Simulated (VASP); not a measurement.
# NiS (P6_3/mmc) in VASP: notebook

The runs below take NiS through single point, with LDA.

Everything below comes from runs of VASP 6.6.1. Logs are shortened: lines on timing, memory, paths and dates and some standing lists are left out, and cuts for length are marked.

## Step 1: The cell of the first run

The structure is hexagonal, space group P6_3/mmc (No. 194). The conventional cell has a = 3.425 Å, b = 3.425 Å, c = 5.340 Å, α = 90.00°, β = 90.00°, γ = 120.00°. Within 3.2 Å of Ni (site symmetry -3m) lie 6 S at 2.39 Å and 2 Ni at 2.67 Å. S (site symmetry -6m2) has 6 Ni at 2.39 Å and 12 S at 3.32 to 3.43 Å within 3.5 Å.

## Step 2: Single point, LDA, collinear spin, ferromagnetic start

Input file INCAR:

```
SYSTEM = NiS
PREC = Accurate
ENCUT = 520
EDIFF = 1E-7
ISMEAR = -1
SIGMA = 0.05
LREAL = .False.
LASPH = .True.
NELM = 150
ALGO = Normal
ISIF = 2
LWAVE = .False.
LCHARG = .True.
ISPIN = 2
MAGMOM = 0.8 0.8 0 0
LORBIT = 11
NUPDOWN = 1.6
LMAXMIX = 4
LELF = .True.
LVHAR = .True.
NBANDS = 28
```

Input file KPOINTS:

```
regular mesh
0
Gamma
  11 11 7
  0 0 0
```

Input file POSCAR:

```
NiS
1.0
    3.4250000000      0.0000000000      0.0000000000
   -1.7125000000      2.9661370080      0.0000000000
    0.0000000000      0.0000000000      5.3400000000
Ni S
2 2
Direct
    0.0000000000      0.0000000000      0.0000000000
    0.0000000000      0.0000000000      0.5000000000
    0.3333333333      0.6666666667      0.2500000000
    0.6666666667      0.3333333333      0.7500000000
```

Potentials or basis: VASP PAW LDA potentials, release 64 (Ni, S).

Launch:

```
$ cat potpaw_LDA.64/Ni/POTCAR potpaw_LDA.64/S/POTCAR > POTCAR
$ mpirun -np 1 vasp_std > vasp.out
```

OUTCAR:

```text
SYSTEM = NiS
   PREC = Accurate
   ENCUT = 520
   EDIFF = 1E-7
   ISMEAR = -1
   LREAL = .False.
   LASPH = .True.
   NELM = 150
   ISIF = 2
   ISPIN = 2
   LORBIT = 11
   NUPDOWN = 1.6

 ion  position               nearest neighbor table
   1  0.000  0.000  0.000-   3 2.39   4 2.39   4 2.39   3 2.39   4 2.39   3 2.39   2 2.67   2 2.67

   2  0.000  0.000  0.500-   3 2.39   4 2.39   4 2.39   3 2.39   4 2.39   3 2.39   1 2.67   1 2.67

   3  0.333  0.667  0.250-   1 2.39   2 2.39   1 2.39   2 2.39   1 2.39   2 2.39
   4  0.667  0.333  0.750-   1 2.39   2 2.39   1 2.39   2 2.39   1 2.39   2 2.39

  LATTYP: Found a hexagonal cell.
 ALAT       =     3.4250000000
 C/A-ratio  =     1.5591240876

  Lattice vectors:

 A1 = (   3.4250000000,   0.0000000000,   0.0000000000)
 A2 = (  -1.7125000000,   2.9661370080,   0.0000000000)
 A3 = (   0.0000000000,   0.0000000000,   5.3400000000)

Analysis of symmetry for initial positions (statically):
=====================================================================
 Subroutine PRICEL returns:
 Original cell was already a primitive cell.

 Routine SETGRP: Setting up the symmetry group for a
 hexagonal supercell.

 Subroutine GETGRP returns: Found 24 space group operations
 (whereof 12 operations were pure point group operations)
 out of a pool of 24 trial point group operations.

The static configuration has the point symmetry D_3d.
 The point group associated with its full space group is D_6h.

Analysis of symmetry for dynamics (positions and initial velocities):
=====================================================================
 Subroutine PRICEL returns:
 Original cell was already a primitive cell.

 Routine SETGRP: Setting up the symmetry group for a
 hexagonal supercell.

 Subroutine GETGRP returns: Found 24 space group operations
 (whereof 12 operations were pure point group operations)
 out of a pool of 24 trial point group operations.

The dynamic configuration has the point symmetry D_3d.
 The point group associated with its full space group is D_6h.

Analysis of structural, dynamic, and magnetic symmetry:
=====================================================================
 Subroutine PRICEL returns:
 Original cell was already a primitive cell.

 Routine SETGRP: Setting up the symmetry group for a
 hexagonal supercell.

 Subroutine GETGRP returns: Found 24 space group operations
 (whereof 12 operations were pure point group operations)
 out of a pool of 24 trial point group operations.

The overall configuration has the point symmetry D_3d.
 The point group associated with its full space group is D_6h.

 Subroutine INISYM returns: Found 24 space group operations
 (whereof 12 operations are pure point group operations),
 and found     1 'primitive' translations

----------------------------------------------------------------------------------------

                                     Primitive cell

  volume of cell :      54.2492

  direct lattice vectors                    reciprocal lattice vectors
     3.425000000  0.000000000  0.000000000     0.291970803  0.168569422  0.000000000
    -1.712500000  2.966137008  0.000000000     0.000000000  0.337138843  0.000000000
     0.000000000  0.000000000  5.340000000     0.000000000  0.000000000  0.187265918

  length of vectors
     3.425000000  3.425000000  5.340000000     0.337138843  0.337138843  0.187265918

  position of ions in fractional coordinates (direct lattice)
     0.000000000  0.000000000  0.000000000
     0.000000000  0.000000000  0.500000000
     0.333333333  0.666666667  0.250000000
     0.666666667  0.333333333  0.750000000

  ion indices of the primitive-cell ions
   primitive index   ion index
                 1           1
                 2           2
                 3           3
                 4           4

----------------------------------------------------------------------------------------

 KPOINTS: regular mesh

Automatic generation of k-mesh.
 Grid dimensions read from file:
 generate k-points for:   11   11    7

 Generating k-lattice:

  Cartesian coordinates                     Fractional coordinates (reciprocal lattice)
     0.026542800  0.015324493  0.000000000     0.090909091  0.000000000  0.000000000
     0.000000000  0.030648986  0.000000000     0.000000000  0.090909091  0.000000000
     0.000000000  0.000000000  0.026752274     0.000000000  0.000000000  0.142857143

  Length of vectors
     0.030648986  0.030648986  0.026752274

  Shift w.r.t. Gamma in fractional coordinates (k-lattice)
     0.000000000  0.000000000  0.000000000

 Subroutine IBZKPT returns following result:
 ===========================================

 Found     64 irreducible k-points:

 Following reciprocal coordinates:
            Coordinates               Weight
  0.000000  0.000000  0.000000      1.000000
  0.090909 -0.000000  0.000000      6.000000
  0.181818  0.000000  0.000000      6.000000
  0.272727  0.000000  0.000000      6.000000
  0.363636  0.000000  0.000000      6.000000
  0.454545  0.000000  0.000000      6.000000
[... 16 lines left out ...]
  0.090909  0.090909  0.142857     12.000000
  0.181818  0.090909  0.142857     24.000000
 [... further k-points ...]
   k-points           NKPTS =     64   k-points in BZ     NKDIM =     64   number of bands    NBANDS=     28
   number of dos      NEDOS =    301   number of ions     NIONS =      4
   total plane-waves  NPLWV =  31360
   dimension x,y,z NGX =    28 NGY =   28 NGZ =   40
   dimension x,y,z NGXF=    56 NGYF=   56 NGZF=   80
   ions per type =               2   2
   NGX,Y,Z   is equivalent  to a cutoff of  13.59, 13.59, 12.45 a.u.
   NGXF,Y,Z  is equivalent  to a cutoff of  27.18, 27.18, 24.91 a.u.
 SYSTEM =  NiS
   PREC   = accura    normal or accurate (medium, high low for compatibility)
   ISTART =      0    job   : 0-new  1-cont  2-samecut
   ICHARG =      2    charge: 1-file 2-atom 10-const
   ISPIN  =      2    spin polarized calculation?
   LNONCOLLINEAR =      F non collinear calculations
   LSORBIT =      F    spin-orbit coupling
   LASPH  =      T    aspherical Exc in radial PAW
   ENCUT  =  520.0 eV  38.22 Ry    6.18 a.u.   6.37  6.37  9.93*2*pi/ulx,y,z
   NELM   =    150;   NELMIN=  2; NELMDL= -5     # of ELM steps
   EDIFF  = 0.1E-06   stopping-criterion for ELM
   LREAL  =      F    real-space projection
   EDIFFG = 0.1E-05   stopping-criterion for IOM
   NSW    =      0    number of steps for IOM
   IBRION =     -1    ionic relax: 0-MD 1-quasi-New 2-CG
   NFREE  =      0    steps in history (QN), initial steepest desc. (CG)
   ISIF   =      2    stress and relaxation
   ISYM   =      2    0-nonsym 1-usesym 2-fastsym
   POTIM  = 0.5000    time-step for ionic-motion
   TEBEG  =    0.0;   TEEND  =   0.0 temperature during run
   PSTRESS=    0.0 pullay stress
   NELECT =      32.0000    total number of electrons
   NUPDOWN=       1.6000    fix difference up-down
   EMIN   =  10.00;   EMAX   =-10.00  energy-range for DOS
   EFERMI =   0.00;   METHOD = LEGACY
   ISMEAR =    -1;   SIGMA  =   0.05  broadening in eV -4-tet -1-fermi 0-gaus
   EFERMI_NEDOS =   21; number of points for ismear=-14 and -15
   IALGO  =     38    algorithm
   IMIX   =      4    mixing-type and parameters
     AMIX     =   0.40;   BMIX     =  1.00
     AMIX_MAG =   1.60;   BMIX_MAG =  1.00
  volume/ion in A,a.u.               =      13.56        91.52
  Fermi-wavevector in a.u.,A,eV,Ry     =   1.372968  2.594534 25.647549  1.885042
  Thomas-Fermi vector in A             =   2.498527
   LORBIT       =     11    0 simple, 1 ext, 2 COOP (PROOUT), +10 PAW based schemes
   GGA     = CA    functional components
   LHFCALC =     F    Hartree Fock is set to
   AEXX    =    0.0000 exact exchange contribution
   IVDW    =     0    specifies the selected vdW correction
   LEPSILON=     F    determine dielectric tensor
   LRPA    =     F    only Hartree local field effects (RPA)
 spin polarized calculation
  energy-cutoff  :      520.00
  volume of cell :       54.25
 maximum number of plane-waves:      1478
 NGX is ok and might be reduce to    28
   NGX = 13   NGY = 13   NGZ = 19

 number of electron      31.9999985 magnetization       1.6000000

 Free energy of the ion-electron system (eV)
  ---------------------------------------------------
  ext. energy  EPLUGINS =         0.00000000
  ---------------------------------------------------
  free energy    TOTEN  =       -23.74156529 eV

  energy without entropy =      -23.71308742  energy(sigma->0) =      -23.72732635

 E-fermi :   8.0122     XC(G=0): -12.0421

 val. band max:        8.5634530060   @ k =   0.3636   0.2727   0.2857
 cond. band min:       8.0251191861   @ k =   0.0909  -0.0000   0.0000
 fundamental gap:     -0.5383338199
 Fermi energy:         8.5644424368

 spin component 1

 k-point     1 :       0.0000    0.0000    0.0000
  band No.  band energies     occupation
      1      -7.3592      1.00000
      2      -5.0777      1.00000
      3       0.5678      1.00000
      4       3.4051      1.00000
      5       3.4051      1.00000
      6       4.9504      1.00000
[... 20 lines left out ...]
     27      19.0713      0.00000
[... 691 lines left out ...]
      6       3.5012      1.00000
[... 20 lines left out ...]
     27      19.6951      0.00000
     28      20.5332      0.00000

 [... further k-points ...]

 spin component 2

 k-point     1 :       0.0000    0.0000    0.0000
  band No.  band energies     occupation
      1      -7.1754      1.00000
      2      -4.8712      1.00000
      3       0.7331      1.00000
      4       3.7893      1.00000
      5       3.7893      1.00000
      6       5.3134      1.00000
[... 20 lines left out ...]
     27      19.3013      0.00000
[... 691 lines left out ...]
      6       3.8414      1.00000
[... 20 lines left out ...]
     27      19.8928      0.00000
     28      20.7282      0.00000

 [... further k-points ...]

------------------------ aborting loop because EDIFF is reached ----------------------------------------

  FORCE on cell =-STRESS in cart. coord.  units (eV):
  Direction    XX          YY          ZZ          XY          YZ          ZX
  --------------------------------------------------------------------------------------
  -------------------------------------------------------------------------------------
  Total       -3.2011309     -3.2011309     -4.7975724      0.0000000      0.0000000      0.0000000
  in kB      -94.5411708    -94.5411708   -141.6899610      0.0000000      0.0000000      0.0000000
  external PRESSURE =    -110.2574342 kB  Pullay stress =       0.0000000 kB

 VOLUME and BASIS-vectors are now :
 -----------------------------------------------------------------------------
  energy-cutoff  :      520.00
  volume of cell :       54.25
      direct lattice vectors                 reciprocal lattice vectors
     3.425000000  0.000000000  0.000000000     0.291970803  0.168569422  0.000000000
    -1.712500000  2.966137008  0.000000000     0.000000000  0.337138843  0.000000000
     0.000000000  0.000000000  5.340000000     0.000000000  0.000000000  0.187265918

 POSITION                                       TOTAL-FORCE (eV/Angst)
 -----------------------------------------------------------------------------------
      0.00000      0.00000      0.00000         0.000000      0.000000     -0.000000
      0.00000      0.00000      2.67000         0.000000      0.000000     -0.000000
     -0.00000      1.97742      1.33500         0.000000     -0.000000      0.000000
      1.71250      0.98871      4.00500        -0.000000     -0.000000     -0.000000
 -----------------------------------------------------------------------------------
    total drift:                               -0.000000     -0.000000     -0.000000

  FREE ENERGIE OF THE ION-ELECTRON SYSTEM (eV)
  ---------------------------------------------------
  free  energy   TOTEN  =       -23.7415652915 eV

  energy  without entropy=      -23.7130874184  energy(sigma->0) =      -23.72732635

 total charge

# of ion       s       p       d       tot
------------------------------------------
    1        0.389   0.454   8.411   9.254
    2        0.389   0.454   8.411   9.254
    3        1.347   2.282   0.000   3.629
    4        1.347   2.282   0.000   3.629
--------------------------------------------------
tot          3.473   5.472  16.822  25.766

 magnetization (x)

# of ion       s       p       d       tot
------------------------------------------
    1        0.006   0.019   0.536   0.561
    2        0.006   0.019   0.536   0.561
    3        0.025   0.137   0.000   0.162
    4        0.025   0.137   0.000   0.162
--------------------------------------------------
tot          0.062   0.312   1.072   1.447
```

It took 87 s on 1 thread of Intel Xeon 6975P-C (Granite Rapids), shared host; peak memory 0.25 GiB.

Results:

```
Free energy                                           : -23.7416 eV
Pressure                                              : -11.0 GPa
Net moment                                            : 1.60 μB per cell
Site moments                                          : Ni +0.56; S +0.16 μB
Valence electrons inside the program's atomic spheres : Ni 9.25; S 3.63
```

Stress tensor (GPa, compression positive):
```
 -9.45   0.00   0.00
  0.00  -9.45   0.00
  0.00   0.00 -14.17
```

Caveat: the cell stands under tension; the total moment is fixed, so each spin has its own Fermi level.

## Step 3: Single point, LDA, collinear spin, ferromagnetic start

Input file INCAR:

```
SYSTEM = NiS
PREC = Accurate
ENCUT = 520
EDIFF = 1E-6
ISMEAR = -1
SIGMA = 0.05
LREAL = .False.
LASPH = .True.
NELM = 150
ALGO = Normal
ISIF = 2
LWAVE = .False.
LCHARG = .False.
ISPIN = 2
MAGMOM = 1.2 1.2 0 0
LORBIT = 11
NUPDOWN = 2.4
LMAXMIX = 4
NBANDS = 28
```

Input file KPOINTS:

```
Automatic mesh
0
Gamma
  11 11 7
  0 0 0
```

POSCAR is that of step 2.

Potentials or basis: VASP PAW LDA potentials, release 64 (Ni, S).

Launch:

```
$ cat potpaw_LDA.64/Ni/POTCAR potpaw_LDA.64/S/POTCAR > POTCAR
$ mpirun -np 1 vasp_std > vasp.out
```

OUTCAR:

```text
SYSTEM = NiS
   PREC = Accurate
   ENCUT = 520
   EDIFF = 1E-6
   ISMEAR = -1
   LREAL = .False.
   LASPH = .True.
   NELM = 150
   ISIF = 2
   ISPIN = 2
   LORBIT = 11
   NUPDOWN = 2.4

 ion  position               nearest neighbor table
   1  0.000  0.000  0.000-   3 2.39   4 2.39   4 2.39   3 2.39   4 2.39   3 2.39   2 2.67   2 2.67

   2  0.000  0.000  0.500-   3 2.39   4 2.39   4 2.39   3 2.39   4 2.39   3 2.39   1 2.67   1 2.67

   3  0.333  0.667  0.250-   1 2.39   2 2.39   1 2.39   2 2.39   1 2.39   2 2.39
   4  0.667  0.333  0.750-   1 2.39   2 2.39   1 2.39   2 2.39   1 2.39   2 2.39

  LATTYP: Found a hexagonal cell.
 ALAT       =     3.4250000000
 C/A-ratio  =     1.5591240876

  Lattice vectors:

[... 1718 lines left out ...]
    -1.712500000  2.966137008  0.000000000     0.000000000  0.337138843  0.000000000
     0.000000000  0.000000000  5.340000000     0.000000000  0.000000000  0.187265918

 POSITION                                       TOTAL-FORCE (eV/Angst)
 -----------------------------------------------------------------------------------
      0.00000      0.00000      0.00000        -0.000000      0.000000      0.000000
      0.00000      0.00000      2.67000        -0.000000      0.000000      0.000000
     -0.00000      1.97742      1.33500        -0.000000      0.000000      0.000000
      1.71250      0.98871      4.00500         0.000000     -0.000000     -0.000000
 -----------------------------------------------------------------------------------
    total drift:                               -0.000000     -0.000000     -0.000000

  FREE ENERGIE OF THE ION-ELECTRON SYSTEM (eV)
  ---------------------------------------------------
  free  energy   TOTEN  =       -23.4627617236 eV

  energy  without entropy=      -23.4365741389  energy(sigma->0) =      -23.44966793

 total charge

# of ion       s       p       d       tot
------------------------------------------
    1        0.391   0.458   8.389   9.238
    2        0.391   0.458   8.389   9.238
    3        1.340   2.299   0.000   3.640
    4        1.340   2.299   0.000   3.640
--------------------------------------------------
tot          3.464   5.514  16.778  25.756

 magnetization (x)

# of ion       s       p       d       tot
------------------------------------------
    1        0.011   0.026   0.797   0.834
    2        0.011   0.026   0.797   0.834
    3        0.034   0.215   0.000   0.249
    4        0.034   0.215   0.000   0.249
--------------------------------------------------
tot          0.091   0.482   1.594   2.166
```

stdout:

```text
POSCAR found type information on POSCAR NiS
 POSCAR found :  2 types and       4 ions
 scaLAPACK will be used
 LDA part: xc-table for (Slater(with rela. corr.)+CA(PZ))
 , standard interpolation
 POSCAR, INCAR and KPOINTS ok, starting setup
 FFT: planning ... GRIDC
 FFT: planning ... GRID_SOFT
 FFT: planning ... GRID
 WAVECAR not read
 entering main loop
```

It took 84 s on 1 thread of Intel Xeon 6975P-C (Granite Rapids), shared host; peak memory 0.25 GiB.

Results:

```
Free energy                                           : -23.4628 eV
Pressure                                              : -9.2 GPa
Net moment                                            : 2.40 μB per cell
Site moments                                          : Ni +0.83; S +0.25 μB
Valence electrons inside the program's atomic spheres : Ni 9.24; S 3.64
```

Caveat: the cell stands under tension; the total moment is fixed, so each spin has its own Fermi level.
